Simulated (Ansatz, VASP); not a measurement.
**InAs: VASP beside Ansatz**

INCAR

```
SYSTEM = InAs
  PREC = Accurate
  ENCUT = 520
  EDIFF = 1E-6
  ISMEAR = 0
  SIGMA = 0.15
  LREAL = .FALSE.
  LASPH = .TRUE.
  NELM = 80
  ALGO = Normal
  ISIF = 2
  LWAVE = .FALSE.
  LCHARG = .FALSE.
  GGA = PS
  NBANDS = 16
```

The input KPOINTS:

```
regular mesh
0
G
  14 14 14
  0 0 0
```

File POSCAR:

```
InAs
1.0
    0.0000000000      2.7661884925      3.3183643144
    3.3183643144      0.0000000000      3.3183643144
    3.3183643144      2.7661884925      0.0000000000
In As
1 1
Direct
    0.0000000000      0.0000000000      0.0000000000
    0.7500000000      0.7500000000      0.7500000000
```

Input for Ansatz:

```yaml
crystal:
  lattice:
    - [0.0, 2.7661884925, 3.3183643144]
    - [3.3183643144, 0.0, 3.3183643144]
    - [3.3183643144, 2.7661884925, 0.0]
  atoms:
    - { symbol: In, position: [0.0, 0.0, 0.0] }
    - { symbol: As, position: [0.75, 0.75, 0.75] }
basis:
  ecutwfc: 420
kpoints:
  mp_grid: { grid: [14, 14, 14] }
hamiltonian:
  xc: pbesol
  pseudopotentials: { kind: paw, azcp: { folder: soft_1 } }
scf:
  occupations: { method: gaussian, width: 0.15 }
output:
  forces: true
  stress: true
  eigenvalues: true
```

Alike in both runs: task single point; functional PBEsol; k mesh 14 × 14 × 14; occupations gaussian, width 0.15 eV; no spin polarisation.

```csv
,VASP,Ansatz
version,VASP 6.6.1,Ansatz 0.2.0
potentials or method,"VASP PAW PBE potentials, release 64 (In_d, As), cutoff 520 eV","scalar-relativistic, plane waves, PAW"
valence electrons in the cell,18,28
```

```tsv
	VASP	Ansatz	Ansatz less VASP
gap on the k mesh at the Fermi level (eV)	0.15	0.15	0.000
least direct gap on the mesh (eV)	0.21	0.21	-0.002
pressure (GPa)	-4.0	-4.0	-0.04
traceless stress, the component that is largest in VASP (GPa)	3.07	3.07	+0.005
```

VASP's potentials were made for PBE, not for PBEsol, and Ansatz warns of the same on its side. VASP's potentials hold 18 valence electrons a cell and Ansatz's 28, so a difference there can come from the potentials and not from the codes.
